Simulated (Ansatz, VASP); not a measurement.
**WS2 in VASP and in Ansatz**

```
W S
1.0
     3.18110    0.00000    0.00000
    -1.59055    2.75491    0.00000
     0.00000    0.00000   33.90148
W S
2 4
Direct
  0.33333 0.66667 0.00000
  0.33333 0.66667 0.50000
  0.60531 0.28842 0.45401
  0.66667 0.33333 0.95401
  0.66667 0.33333 0.04599
  0.72803 0.37825 0.54599
```

Change from the starting cell: mode 7 (295.3 1/cm) frozen in, largest displacement +0.175 Å.

Alike in both runs: task single point; functional r2SCAN; k mesh 12 × 12 × 1; occupations gaussian, width 0.05 eV; no spin polarisation.

|  | VASP | Ansatz |
| --- | --- | --- |
| version | VASP 6.6.1 | Ansatz 0.2.0 |
| potentials or method | VASP PAW PBE potentials, release 64 (W_sv, S), cutoff 520 eV | scalar-relativistic, plane waves, PAW |
| valence electrons in the cell | 52 | 52 |

```tsv
	VASP	Ansatz	Ansatz less VASP
gap on the k mesh at the Fermi level (eV)	1.83	1.81	-0.015
least direct gap on the mesh (eV)	1.85	1.85	-0.005
rms of the force components (eV/Å)	0.630	0.628	-0.0018
```

VASP's potentials were made for PBE, not for r2SCAN. Atom by atom the forces differ by 0.010 eV/Å (rms over components).

Neither program's run includes spin-orbit coupling.
